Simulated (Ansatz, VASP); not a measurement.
## Two plane-wave programs on Ge

```xyz
8
Lattice="4.0659 0.0000 0.0000 -2.0329 3.5211 0.0000 0.0000 0.0000 13.3363" Properties=species:S:1:pos:R:3 pbc="T T T"
Ge    0.0000    0.0000    5.4249
Ge    0.0000    0.0000    7.9115
Ge    0.0000    0.0000   12.0931
Ge    0.0000    0.0000    1.2433
Ge    0.0000    2.3474    4.5904
Ge    2.0329    1.1737    8.7459
Ge    2.0329    1.1737   11.2586
Ge    0.0000    2.3474    2.0778
```

Alike in both runs: task single point; functional PBE; k mesh 12 × 12 × 4; occupations gaussian, width 0.15 eV; no spin polarisation.

```csv
,VASP,Ansatz
version,VASP 6.6.1,Ansatz 0.2.0
potentials or method,"VASP PAW PBE potentials, release 64 (Ge_d), cutoff 520 eV","scalar-relativistic, plane waves, PAW"
valence electrons in the cell,112,112
```

|  | VASP | Ansatz | Ansatz less VASP |
| --- | --- | --- | --- |
| gap on the k mesh at the Fermi level (eV) | none | none | - |
| pressure (GPa) | 0.0 | 0.0 | +0.02 |

A gap of «none» marks a metal or a gap that the smearing closes.
